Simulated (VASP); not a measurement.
Mo, 1 atom in the cell. Symmetry: P6/mmm, No. 191, hexagonal system. The conventional cell has a = 2.736 Å, b = 2.736 Å, c = 2.555 Å, α = 90.00°, β = 90.00°, γ = 120.00°. Within 3.4 Å of Mo (site symmetry 6/mmm) lie 8 Mo at 2.56 to 2.74 Å. 

- Program: VASP 6.6.1
- Task: single point
- Functional: LDA
- Potentials or basis: VASP PAW LDA potentials, release 64 (Mo_sv)
- Cutoff: 520 eV
- k mesh: 6 × 6 × 5
- Occupations: methfessel-paxton, width 0.2 eV
- Spin: no spin polarisation
- Dipole correction: no
- Further INCAR settings: ALGO = Normal; EDIFF = 1e-07; NBANDS = 13

Potentials or basis: VASP PAW LDA potentials, release 64 (Mo_sv).

Launch:

```bash
$ cat potpaw_LDA.64/Mo_sv/POTCAR > POTCAR
$ mpirun -np 1 vasp_std > vasp.out
```

Hardware: 1 thread of Intel Xeon 8259CL, with other jobs on the host.

Estimate the wall time of this run.

It took 6.9 s on 1 thread of Intel Xeon 8259CL, on a shared host, peak memory 0.11 GiB. Counts: scf iterations 11, k points 21.
